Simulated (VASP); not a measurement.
# Ge (Fd-3m) in VASP: single point with r2SCAN

Aim: the single point of Ge with r2SCAN.

Program: VASP 6.6.1. These are calculated values, not measurements. Logs are shortened: lines on timing, memory, paths and dates and some standing lists are left out, and cuts for length are marked.

## 1. The cell of the first run

The structure is cubic, space group Fd-3m (No. 227). Conventional cell: a = 5.676 Å, b = 5.676 Å, c = 5.676 Å, α = 90.00°, β = 90.00°, γ = 90.00°. Within 3.2 Å of Ge (site symmetry -43m) lie 4 Ge at 2.46 Å.

## 2. Single point, r2SCAN

File POSCAR:

```
Ge
1.0
    0.0000000000      2.8378310314      2.8378310314
    2.8378310314      0.0000000000      2.8378310314
    2.8378310314      2.8378310314      0.0000000000
Ge
2
Direct
    0.5000000000      0.5000000000      0.5000000000
    0.7500000000      0.7500000000      0.7500000000
```

File INCAR.step1:

```
SYSTEM = Ge
ALGO = Normal
EDIFF = 1E-4
ENCUT = 520
GGA = PE
ISMEAR = -1
LASPH = .TRUE.
LCHARG = .FALSE.
LREAL = .FALSE.
LWAVE = .TRUE.
NBANDS = 21
NELM = 60
PREC = Accurate
SIGMA = 0.1
```

File INCAR.step2:

```
SYSTEM = Ge
ALGO = Normal
EDIFF = 1E-6
ENCUT = 520
ISIF = 2
ISMEAR = -1
ISTART = 1
LASPH = .TRUE.
LCHARG = .FALSE.
LMIXTAU = .TRUE.
LREAL = .FALSE.
LWAVE = .FALSE.
METAGGA = R2SCAN
NBANDS = 21
NELM = 60
PREC = Accurate
SIGMA = 0.1
```

File KPOINTS:

```
k-points
0
G
  14 14 14
  0 0 0
```

Potentials or basis: VASP PAW PBE potentials, release 64 (Ge_d).

Command:

```bash
cat potpaw_PBE.64/Ge_d/POTCAR > POTCAR
cp INCAR.step1 INCAR
mpirun -np 1 vasp_std > vasp.out
cp INCAR.step2 INCAR
mpirun -np 1 vasp_std > vasp.out
```

OUTCAR:

```text
SYSTEM = Ge
   EDIFF = 1E-6
   ENCUT = 520
   ISIF = 2
   ISMEAR = -1
   ISTART = 1
   LASPH = .TRUE.
   LREAL = .FALSE.
   METAGGA = R2SCAN
   NELM = 60
   PREC = Accurate

 ion  position               nearest neighbor table
   1  0.500  0.500  0.500-   2 2.46   2 2.46   2 2.46   2 2.46
   2  0.750  0.750  0.750-   1 2.46   1 2.46   1 2.46   1 2.46

  LATTYP: Found a face centered cubic cell.
 ALAT       =     5.6756620628

  Lattice vectors:

 A1 = (   0.0000000000,   2.8378310314,   2.8378310314)
 A2 = (   2.8378310314,   0.0000000000,   2.8378310314)
 A3 = (   2.8378310314,   2.8378310314,   0.0000000000)

Analysis of symmetry for initial positions (statically):
=====================================================================
 Subroutine PRICEL returns:
 Original cell was already a primitive cell.

 Routine SETGRP: Setting up the symmetry group for a
 face centered cubic supercell.

 Subroutine GETGRP returns: Found 48 space group operations
 (whereof 24 operations were pure point group operations)
 out of a pool of 48 trial point group operations.

The static configuration has the point symmetry T_d .
 The point group associated with its full space group is O_h .

Analysis of symmetry for dynamics (positions and initial velocities):
=====================================================================
 Subroutine PRICEL returns:
 Original cell was already a primitive cell.

 Routine SETGRP: Setting up the symmetry group for a
 face centered cubic supercell.

 Subroutine GETGRP returns: Found 48 space group operations
 (whereof 24 operations were pure point group operations)
 out of a pool of 48 trial point group operations.

The dynamic configuration has the point symmetry T_d .
 The point group associated with its full space group is O_h .

 Subroutine INISYM returns: Found 48 space group operations
 (whereof 24 operations are pure point group operations),
 and found     1 'primitive' translations

----------------------------------------------------------------------------------------

                                     Primitive cell

  volume of cell :      45.7077

  direct lattice vectors                    reciprocal lattice vectors
     0.000000000  2.837831031  2.837831031    -0.176190899  0.176190899  0.176190899
     2.837831031  0.000000000  2.837831031     0.176190899 -0.176190899  0.176190899
     2.837831031  2.837831031  0.000000000     0.176190899  0.176190899 -0.176190899

  length of vectors
     4.013299132  4.013299132  4.013299132     0.305171589  0.305171589  0.305171589

  position of ions in fractional coordinates (direct lattice)
     0.500000000  0.500000000  0.500000000
     0.750000000  0.750000000  0.750000000

  ion indices of the primitive-cell ions
   primitive index   ion index
                 1           1
                 2           2

----------------------------------------------------------------------------------------

 KPOINTS: k-points

Automatic generation of k-mesh.
 Grid dimensions read from file:
 generate k-points for:   14   14   14

 Generating k-lattice:

  Cartesian coordinates                     Fractional coordinates (reciprocal lattice)
    -0.012585064  0.012585064  0.012585064     0.071428571  0.000000000  0.000000000
     0.012585064 -0.012585064  0.012585064     0.000000000  0.071428571  0.000000000
     0.012585064  0.012585064 -0.012585064     0.000000000  0.000000000  0.071428571

  Length of vectors
     0.021797971  0.021797971  0.021797971

  Shift w.r.t. Gamma in fractional coordinates (k-lattice)
     0.000000000  0.000000000  0.000000000

 Subroutine IBZKPT returns following result:
 ===========================================

 Found    104 irreducible k-points:

 Following reciprocal coordinates:
            Coordinates               Weight
  0.000000  0.000000  0.000000      1.000000
  0.071429  0.000000  0.000000      8.000000
  0.142857  0.000000  0.000000      8.000000
  0.214286  0.000000  0.000000      8.000000
  0.285714  0.000000  0.000000      8.000000
  0.357143  0.000000  0.000000      8.000000
[... 16 lines left out ...]
  0.214286  0.142857  0.000000     24.000000
  0.285714  0.142857  0.000000     24.000000
 [... further k-points ...]
   k-points           NKPTS =    104   k-points in BZ     NKDIM =    104   number of bands    NBANDS=     21
   number of dos      NEDOS =    301   number of ions     NIONS =      2
   total plane-waves  NPLWV =  27000
   dimension x,y,z NGX =    30 NGY =   30 NGZ =   30
   dimension x,y,z NGXF=    60 NGYF=   60 NGZF=   60
   ions per type =               2
   NGX,Y,Z   is equivalent  to a cutoff of  12.43, 12.43, 12.43 a.u.
   NGXF,Y,Z  is equivalent  to a cutoff of  24.85, 24.85, 24.85 a.u.
 SYSTEM =  Ge
   PREC   = accura    normal or accurate (medium, high low for compatibility)
   ISTART =      1    job   : 0-new  1-cont  2-samecut
   ICHARG =      0    charge: 1-file 2-atom 10-const
   ISPIN  =      1    spin polarized calculation?
   LNONCOLLINEAR =      F non collinear calculations
   LSORBIT =      F    spin-orbit coupling
   LASPH  =      T    aspherical Exc in radial PAW
   ENCUT  =  520.0 eV  38.22 Ry    6.18 a.u.   7.46  7.46  7.46*2*pi/ulx,y,z
   NELM   =     60;   NELMIN=  2; NELMDL=  0     # of ELM steps
   EDIFF  = 0.1E-05   stopping-criterion for ELM
   LREAL  =      F    real-space projection
   EDIFFG = 0.1E-04   stopping-criterion for IOM
   NSW    =      0    number of steps for IOM
   IBRION =     -1    ionic relax: 0-MD 1-quasi-New 2-CG
   NFREE  =      0    steps in history (QN), initial steepest desc. (CG)
   ISIF   =      2    stress and relaxation
   ISYM   =      2    0-nonsym 1-usesym 2-fastsym
   POTIM  = 0.5000    time-step for ionic-motion
   TEBEG  =    0.0;   TEEND  =   0.0 temperature during run
   PSTRESS=    0.0 pullay stress
   NELECT =      28.0000    total number of electrons
   NUPDOWN=      -1.0000    fix difference up-down
   EMIN   =  10.00;   EMAX   =-10.00  energy-range for DOS
   EFERMI =   0.00;   METHOD = LEGACY
   ISMEAR =    -1;   SIGMA  =   0.10  broadening in eV -4-tet -1-fermi 0-gaus
   EFERMI_NEDOS =   21; number of points for ismear=-14 and -15
   IALGO  =     38    algorithm
   IMIX   =      4    mixing-type and parameters
     AMIX     =   0.40;   BMIX     =  1.00
     AMIX_MAG =   1.60;   BMIX_MAG =  1.00
  volume/ion in A,a.u.               =      22.85       154.23
  Fermi-wavevector in a.u.,A,eV,Ry     =   1.390372  2.627422 26.301884  1.933134
  Thomas-Fermi vector in A             =   2.514313
   LORBIT       =      0    0 simple, 1 ext, 2 COOP (PROOUT), +10 PAW based schemes
   METAGGA = R2SCAN    functional components
   LHFCALC =     F    Hartree Fock is set to
   AEXX    =    0.0000 exact exchange contribution
   IVDW    =     0    specifies the selected vdW correction
   LEPSILON=     F    determine dielectric tensor
   LRPA    =     F    only Hartree local field effects (RPA)
 non-spin polarized calculation
  energy-cutoff  :      520.00
  volume of cell :       45.71
 maximum number of plane-waves:      1248
 NGX is ok and might be reduce to    30
   NGX = 15   NGY = 15   NGZ = 15

 number of electron      28.0000014 magnetization

 Free energy of the ion-electron system (eV)
  ---------------------------------------------------
  ext. energy  EPLUGINS =         0.00000000
  ---------------------------------------------------
  free energy    TOTEN  =       -27.74524252 eV

  energy without entropy =      -27.74433212  energy(sigma->0) =      -27.74478732

 E-fermi :   4.9085     XC(G=0): -10.7705

 val. band max:        4.7079590597   @ k =   0.0000   0.0000   0.0000
 cond. band min:       5.0203384420   @ k =   0.0000   0.0000   0.0000
 fundamental gap:      0.3123793822
 Fermi energy:         4.9084649554

 k-point     1 :       0.0000    0.0000    0.0000
  band No.  band energies     occupation
      1     -20.7730      2.00000
      2     -20.7730      2.00000
      3     -20.7730      2.00000
      4     -20.7344      2.00000
      5     -20.7344      2.00000
      6     -20.5220      2.00000
[... 13 lines left out ...]
     20      14.6204      0.00000
     21      14.6204      0.00000

 k-point     2 :       0.0714    0.0000    0.0000
  band No.  band energies     occupation
      1     -20.7763      2.00000
      2     -20.7763      2.00000
      3     -20.7722      2.00000
      4     -20.7299      2.00000
      5     -20.7299      2.00000
      6     -20.5262      2.00000
[... 13 lines left out ...]
     20      14.1838      0.00000
     21      14.1838      0.00000

 k-point     3 :       0.1429    0.0000    0.0000
  band No.  band energies     occupation
      1     -20.7829      2.00000
      2     -20.7828      2.00000
      3     -20.7698      2.00000
      4     -20.7201      2.00000
      5     -20.7201      2.00000
      6     -20.5341      2.00000
[... 13 lines left out ...]
     20      13.6367      0.00000
     21      13.6367      0.00000

 k-point     4 :       0.2143    0.0000    0.0000
  band No.  band energies     occupation
      1     -20.7890      2.00000
      2     -20.7890      2.00000
      3     -20.7663      2.00000
      4     -20.7097      2.00000
      5     -20.7097      2.00000
      6     -20.5417      2.00000
[... 13 lines left out ...]
     20      13.4285      0.00000
     21      13.4285      0.00000

 k-point     5 :       0.2857    0.0000    0.0000
  band No.  band energies     occupation
      1     -20.7934      2.00000
      2     -20.7934      2.00000
      3     -20.7623      2.00000
      4     -20.7011      2.00000
      5     -20.7011      2.00000
      6     -20.5474      2.00000
[... 13 lines left out ...]
     20      13.7080      0.00000
     21      13.7080      0.00000

 k-point     6 :       0.3571    0.0000    0.0000
  band No.  band energies     occupation
      1     -20.7961      2.00000
      2     -20.7961      2.00000
      3     -20.7587      2.00000
      4     -20.6953      2.00000
      5     -20.6953      2.00000
      6     -20.5507      2.00000
[... 13 lines left out ...]
     20      14.4720      0.00000
     21      14.4720      0.00000

 k-point     7 :       0.4286    0.0000    0.0000
  band No.  band energies     occupation
      1     -20.7974      2.00000
      2     -20.7974      2.00000
      3     -20.7561      2.00000
      4     -20.6923      2.00000
      5     -20.6923      2.00000
      6     -20.5521      2.00000
[... 13 lines left out ...]
     20      15.5855      0.00000
     21      15.5855      0.00000
[... 291 lines left out ...]
      1     -20.7893      2.00000
      2     -20.7832      2.00000
      3     -20.7687      2.00000
      4     -20.7179      2.00000
      5     -20.7097      2.00000
      6     -20.5463      2.00000
[... 13 lines left out ...]
     20      13.3297      0.00000
     21      13.8391      0.00000

 k-point    21 :      -0.0714    0.0714    0.0000
  band No.  band energies     occupation
      1     -20.7824      2.00000
      2     -20.7771      2.00000
      3     -20.7724      2.00000
      4     -20.7262      2.00000
      5     -20.7212      2.00000
      6     -20.5364      2.00000
[... 13 lines left out ...]
     20      13.4620      0.00000
     21      14.0481      0.00000

 k-point    22 :       0.1429    0.1429    0.0000
  band No.  band energies     occupation
      1     -20.7814      2.00000
      2     -20.7804      2.00000
      3     -20.7804      2.00000
      4     -20.7223      2.00000
      5     -20.7045      2.00000
      6     -20.5625      2.00000
[... 13 lines left out ...]
     20      13.2629      0.00000
     21      14.9836      0.00000

 k-point    23 :       0.2143    0.1429    0.0000
  band No.  band energies     occupation
      1     -20.7898      2.00000
      2     -20.7847      2.00000
      3     -20.7754      2.00000
      4     -20.7145      2.00000
      5     -20.6922      2.00000
      6     -20.5758      2.00000
[... 13 lines left out ...]
     20      14.0379      0.00000
     21      14.9322      0.00000

 k-point    24 :       0.2857    0.1429    0.0000
  band No.  band energies     occupation
      1     -20.7982      2.00000
      2     -20.7897      2.00000
      3     -20.7672      2.00000
      4     -20.7050      2.00000
      5     -20.6812      2.00000
      6     -20.5858      2.00000
[... 13 lines left out ...]
     20      14.6349      0.00000
     21      14.9975      0.00000

 [... further k-points ...]

------------------------ aborting loop because EDIFF is reached ----------------------------------------

  FORCE on cell =-STRESS in cart. coord.  units (eV):
  Direction    XX          YY          ZZ          XY          YZ          ZX
  --------------------------------------------------------------------------------------
  -------------------------------------------------------------------------------------
  Total        0.0163140      0.0163140      0.0163140     -0.0000000      0.0000000     -0.0000000
  in kB        0.5718494      0.5718494      0.5718494     -0.0000000      0.0000000     -0.0000000
  external PRESSURE =       0.5718494 kB  Pullay stress =       0.0000000 kB

 VOLUME and BASIS-vectors are now :
 -----------------------------------------------------------------------------
  energy-cutoff  :      520.00
  volume of cell :       45.71
      direct lattice vectors                 reciprocal lattice vectors
     0.000000000  2.837831031  2.837831031    -0.176190899  0.176190899  0.176190899
     2.837831031  0.000000000  2.837831031     0.176190899 -0.176190899  0.176190899
     2.837831031  2.837831031  0.000000000     0.176190899  0.176190899 -0.176190899

 POSITION                                       TOTAL-FORCE (eV/Angst)
 -----------------------------------------------------------------------------------
      2.83783      2.83783      2.83783         0.000000      0.000000      0.000000
      4.25675      4.25675      4.25675        -0.000000     -0.000000     -0.000000
 -----------------------------------------------------------------------------------
    total drift:                                0.000000     -0.000000      0.000000

  FREE ENERGIE OF THE ION-ELECTRON SYSTEM (eV)
  ---------------------------------------------------
  free  energy   TOTEN  =       -27.7452425235 eV

  energy  without entropy=      -27.7443321244  energy(sigma->0) =      -27.74478732
```

Wall time 4.2 min (1 thread of AMD EPYC 7R13 (Zen 3), shared host); peak memory 0.19 GiB.

What came out:

```yaml
Free_energy: -27.7452 eV
Pressure: 0.1 GPa
Band_gap_on_the_k_mesh: 0.31 eV, direct
```

Levels at points of the mesh, in eV from the valence-band top:
| k point | band 12 | band 13 | band 14 | band 15 | band 16 | band 17 |
| --- | --- | --- | --- | --- | --- | --- |
| (0.00, 0.00, 0.00) | 0.00 | 0.00 | 0.00 | 0.31 | 2.71 | 2.71 |
| (0.50, 0.00, 0.00) | -7.82 | -1.47 | -1.47 | 0.41 | 3.99 | 3.99 |
| (0.50, 0.50, 0.00) | -9.18 | -3.19 | -3.19 | 0.98 | 0.98 | 10.02 |

Caveat: the PAW data sets were made with another functional, which shifts forces and pressure a little. A k mesh can miss the band edges.
